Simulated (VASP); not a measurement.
Wanted: the native input for a VASP 6.6.1 run.

- Task: single point
- Functional: PBEsol
- Potentials or basis: VASP PAW PBE potentials, release 64 (Co, O)
- Cutoff: 520 eV
- k mesh: 18 × 18 × 18
- Occupations: gaussian, width 0.1 eV
- Spin: collinear spin, ferromagnetic start
- Starting moments: [2.55, 0.32] μB
- Dipole correction: no
- Further INCAR settings: ALGO = Normal; EDIFF = 1e-06; NBANDS = 18

The structure of CoO lies in POSCAR:

```
CoO
1.0
    1.5425543247      0.8905941546      2.3037041188
   -1.5425543247      0.8905941546      2.3037041188
    0.0000000000     -1.7811883092      2.3037041188
Co O
1 1
Direct
    0.0000000000      0.0000000000      0.0000000000
    0.5000000000      0.5000000000      0.5000000000
```

One way to write it, as run:

INCAR

```
PREC     = Accurate       # precision mode
ENCUT    = 520            # plane-wave cutoff, eV
EDIFF    = 1E-6           # SCF threshold, eV
ISMEAR   = 0              # smearing method
SIGMA    = 0.1            # smearing width, eV
LREAL    = False          # projectors in reciprocal space
LASPH    = True           # aspherical terms in the spheres
NELM     = 150            # most SCF steps
ALGO     = Normal         # electronic algorithm
ISIF     = 2              # what is computed and relaxed
LWAVE    = False          # write WAVECAR
LCHARG   = False          # write CHGCAR
ISPIN    = 2              # spin polarisation
MAGMOM   = 2.55 0.32      # initial moments
LORBIT   = 11             # projections on sites
LMAXMIX  = 4              # l up to which the mixer works
GGA      = PS             # functional
NBANDS   = 18             # bands
```

KPOINTS

```
regular mesh
0
Gamma
  18 18 18
```

Potentials or basis: VASP PAW PBE potentials, release 64 (Co, O).

The run is started by

```console
$ cat potpaw_PBE.64/Co/POTCAR potpaw_PBE.64/O/POTCAR > POTCAR
$ mpirun -np 1 vasp_std > vasp.out
```

Results of the run:

* Pressure: -9.5 GPa
* Net moment: 2.88 μB per cell
* Site moments: Co +2.53; O +0.31 μB
* Valence electrons inside the program's atomic spheres: Co 7.83; O 4.95

Caveat: the cell stands under tension; the PAW data sets were made with another functional, which shifts forces and pressure a little; a cell with one magnetic atom can't hold antiferromagnetic order, which such compounds often take.

It took 7.7 min on 1 thread of Oxide Virtual Turin-like Processor, with other jobs on the host, peak memory 0.37 GiB.
